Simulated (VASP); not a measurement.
Here is a VASP 6.6.1 calculation.

The input INCAR:

```
ALGO = Normal ; EDIFF = 1E-6
ENCUT = 520 ; GGA = PE
ISIF = 2 ; ISMEAR = -1
LASPH = T ; LCHARG = T
LELF = T ; LREAL = F
LVHAR = T ; LWAVE = F
NBANDS = 57 ; NELM = 80
PREC = Accurate ; SIGMA = 0.05
```

The input KPOINTS:

```
k-points
0
Gamma
  5 6 4
```

POSCAR

```
HPbNO4
1.0
    6.8587700000      0.0000000000      0.0000000000
    0.0000000000      4.2286500000      0.0000000000
   -3.3910100000      0.0000000000      7.2745900000
H Pb N O
2 2 2 8
Direct
    0.2254900000      0.7500000000      0.5073000000
    0.7745100000      0.2500000000      0.4927000000
    0.3022900000      0.2500000000      0.2849400000
    0.6977100000      0.7500000000      0.7150600000
    0.2148400000      0.7500000000      0.8356700000
    0.7851600000      0.2500000000      0.1643300000
    0.3307800000      0.7500000000      0.4533800000
    0.4090900000      0.7500000000      0.8690100000
    0.1550800000      0.7500000000      0.9653700000
    0.0708300000      0.7500000000      0.6695500000
    0.6692200000      0.2500000000      0.5466100000
    0.5909100000      0.2500000000      0.1309900000
    0.8449200000      0.2500000000      0.0346300000
    0.9291700000      0.2500000000      0.3304500000
```

Potentials or basis: VASP PAW PBE potentials, release 64 (H, Pb_d, N, O).

Run with:

```sh
$ cat potpaw_PBE.64/H/POTCAR potpaw_PBE.64/Pb_d/POTCAR potpaw_PBE.64/N/POTCAR potpaw_PBE.64/O/POTCAR > POTCAR
$ mpirun -np 1 vasp_std > vasp.out
```

Q: What does it give for the band gap on the k mesh?

A: 3.06 eV (least direct gap 3.27 eV).

Q: Estimate the largest force.

A: 0.464 eV/Å.

Stress tensor (GPa, compression positive):
```
 1.10  0.00 -0.03
 0.00 -0.17  0.00
-0.03  0.00  0.79
```

Caveat: the standard files for N, O and F lose accuracy on very short bonds; spin-orbit coupling is left out, which moves the levels of the heavy elements. A k mesh can miss the band edges.
